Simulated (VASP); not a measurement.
Write the native input for VASP 6.6.1 that does the following.

```
Task                   : single point
Functional             : PBE
Potentials or basis    : VASP PAW PBE potentials, release 64 (Ti_sv)
Cutoff                 : 520 eV
k mesh                 : 16 × 16 × 16
Occupations            : fermi-dirac, width 0.1 eV
Spin                   : no spin polarisation
Dipole correction      : no
Further INCAR settings : ALGO = Normal; EDIFF = 1e-06; NBANDS = 12
```

The structure of Ti lies in POSCAR:

```
Ti
1.0
    2.3918880311      0.0000000000      0.0000000000
    0.0000000000      2.3918880311      0.0000000000
    0.0000000000      0.0000000000      2.3918880311
Ti
1
Direct
    0.0000000000      0.0000000000      0.0000000000
```

These files were run (other wordings do the same):

INCAR

```
SYSTEM = Ti
PREC = Accurate ; ENCUT = 520
EDIFF = 1E-6 ; ISMEAR = -1
SIGMA = 0.1 ; LREAL = .FALSE.
LASPH = .TRUE. ; NELM = 60
ALGO = Normal ; ISIF = 2
LWAVE = .FALSE. ; LCHARG = .FALSE.
GGA = PE ; NBANDS = 12
```

KPOINTS

```
regular mesh
0
G
  16 16 16
  0 0 0
```

Potentials or basis: VASP PAW PBE potentials, release 64 (Ti_sv).

Command:

```console
$ cat potpaw_PBE.64/Ti_sv/POTCAR > POTCAR
$ mpirun -np 1 vasp_std > vasp.out
```

It gave:

```json
{
 "Pressure": "38.0 GPa",
 "Band gap on the k mesh": "zero (band 6 reaches 11.72 eV, above the bottom of band 7 at 8.83 eV)"
}
```

Wall time 32 s on 1 thread of Intel Xeon 6975P-C, with other jobs on the host, peak memory 0.14 GiB.
